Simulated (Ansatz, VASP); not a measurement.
**One calculation of In2TeO2, two programs**

```
In Te O
1.0
     3.89926    0.00000    0.00000
    -1.94963    3.37686    0.00000
     0.00000    0.00000    6.93374
In Te O
2 1 2
Direct
  0.33333 0.66667 0.29000
  0.66667 0.33333 0.71000
  0.00000 0.00000 0.00000
  0.33333 0.66667 0.62000
  0.66667 0.33333 0.38000
```

Change from the starting cell: species swapped into the Er2SeO2 type (P-3m1, No. 164).

Alike in both runs: task relaxation of cell and atoms; functional PBE; k mesh 6 × 6 × 4; occupations gaussian, width 0.1 eV; no spin polarisation.

```csv
,VASP,Ansatz
version,VASP 6.6.1,Ansatz 0.2.0
potentials or method,"VASP PAW PBE potentials, release 64 (In_d, Te, O), cutoff 600 eV","scalar-relativistic, plane waves, PAW"
valence electrons in the cell,44,54
```

```csv
,VASP,Ansatz,Ansatz less VASP
"gap on the k mesh at the Fermi level, each at its own relaxed structure (eV)",none,none,-
relaxed volume (Å³/atom),18.34,18.32,-0.016
relaxed length of the cell vector where the two differ most in proportion (Å),7.490,7.437,-0.0534
```

A gap of «none» marks a metal or a gap that the smearing closes. VASP's potentials hold 44 valence electrons a cell and Ansatz's 54, so a difference there can come from the potentials and not from the codes.

Neither program's run includes spin-orbit coupling.
